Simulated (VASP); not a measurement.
Input of a VASP 6.6.1 run:

File INCAR:

```
SYSTEM = Sb
ALGO     = Normal         ! electronic algorithm
EDIFF    = 1E-7           ! SCF threshold, eV
ENCUT    = 520            ! plane-wave cutoff, eV
GGA      = CA             ! functional
ISIF     = 2              ! what is computed and relaxed
ISMEAR   = -1             ! smearing method
LASPH    = .True.         ! aspherical terms in the spheres
LCHARG   = .False.        ! write CHGCAR
LREAL    = .False.        ! projectors in reciprocal space
LWAVE    = .False.        ! write WAVECAR
NBANDS   = 8              ! bands
NELM     = 80             ! most SCF steps
PREC     = Accurate       ! precision mode
SIGMA    = 0.05           ! smearing width, eV
```

Contents of KPOINTS:

```
k-points
0
Gamma
  10 10 10
  0 0 0
```

POSCAR

```
Sb
1.0
    3.0384036703      0.0000000000      0.0000000000
    0.0000000000      3.0384036703      0.0000000000
    0.0000000000      0.0000000000      3.0384036703
Sb
1
Direct
    0.0000000000      0.0000000000      0.0000000000
```

Potentials or basis: VASP PAW LDA potentials, release 64 (Sb).

Command:

```console
$ cat potpaw_LDA.64/Sb/POTCAR > POTCAR
$ mpirun -np 1 vasp_std > vasp.out
```

Q: Predict the pressure.

A: 0.2 GPa.
